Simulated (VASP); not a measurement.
Write the native input for VASP 6.6.1 that does the following.

| Property | Result |
| --- | --- |
| Task | single point |
| Functional | PBE |
| Potentials or basis | VASP PAW PBE potentials, release 64 (Ti_sv, C) |
| Cutoff | 520 eV |
| k mesh | 10 × 10 × 1 |
| Occupations | gaussian, width 0.1 eV |
| Spin | no spin polarisation |
| Dipole correction | yes |
| Further INCAR settings | ALGO = Normal; EDIFF = 1e-07; NBANDS = 28 |

The structure of Ti3C lies in POSCAR:

```
Ti3C
1.0
    2.8192036111      0.0000000000      0.0000000000
   -0.9397345370      2.6579706546      0.0000000000
    0.0000000000      0.0000000000     19.8263803360
Ti C
3 1
Direct
    0.5000000000      0.5000000000      0.2017514005
    0.0000000000      0.0000000000      0.3111715305
    0.5000000000      0.5000000000      0.4199647235
    1.0000000000      1.0000000000      0.4673761929
```

These files were run (other wordings do the same):

INCAR

```
SYSTEM = Ti3C
PREC = Accurate
ENCUT = 520
EDIFF = 1E-7
ISMEAR = 0
SIGMA = 0.1
LREAL = .False.
LASPH = .True.
NELM = 100
ALGO = Normal
ISIF = 2
LWAVE = .False.
LCHARG = .False.
LDIPOL = .True.
IDIPOL = 3
DIPOL = 0.5 0.5 0.350
GGA = PE
NBANDS = 28
```

KPOINTS

```
regular mesh
0
Gamma
  10 10 1
  0 0 0
```

Potentials or basis: VASP PAW PBE potentials, release 64 (Ti_sv, C).

Launch:

```console
$ cat potpaw_PBE.64/Ti_sv/POTCAR potpaw_PBE.64/C/POTCAR > POTCAR
$ mpirun -np 1 vasp_std > vasp.out
```

It gave:

```json
{
 "Largest force": "0.883 eV/Å",
 "Band gap on the k mesh": "zero (band 20 reaches -0.01 eV, above the bottom of band 21 at -0.52 eV)"
}
```

Run time: 2.9 min on 1 thread of Intel(R) Xeon(R) 6975P-C (Granite Rapids), with other jobs on the host, peak memory 0.33 GiB.
